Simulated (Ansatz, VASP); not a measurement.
# One calculation of MgO, two programs

```
CELL_PARAMETERS angstrom
3.48371 0.00000 0.00000
-1.74186 3.01699 0.00000
0.00000 0.00000 4.40063
ATOMIC_POSITIONS crystal
Mg 0.66667 0.33333 0.75000
Mg 0.33333 0.66667 0.25000
O 0.66667 0.33333 0.25000
O 0.33333 0.66667 0.75000
```

Alike in both runs: task single point; functional PBE; k mesh 9 × 9 × 6; occupations gaussian, width 0.05 eV; no spin polarisation.

|  | VASP | Ansatz |
| --- | --- | --- |
| version | VASP 6.6.1 | Ansatz 0.2.0 |
| potentials or method | VASP PAW PBE potentials, release 64 (Mg, O), cutoff 520 eV | scalar-relativistic, plane waves, PAW |
| valence electrons in the cell | 16 | 32 |

```csv
,VASP,Ansatz,Ansatz less VASP
gap on the k mesh at the Fermi level (eV),3.11,3.13,+0.021
least direct gap on the mesh (eV),3.11,3.13,+0.021
pressure (GPa),-2.1,-1.6,+0.55
"traceless stress, the component that is largest in VASP (GPa)",-4.24,-4.12,+0.119
```

VASP's potentials hold 16 valence electrons a cell and Ansatz's 32, so a difference there can come from the potentials and not from the codes.
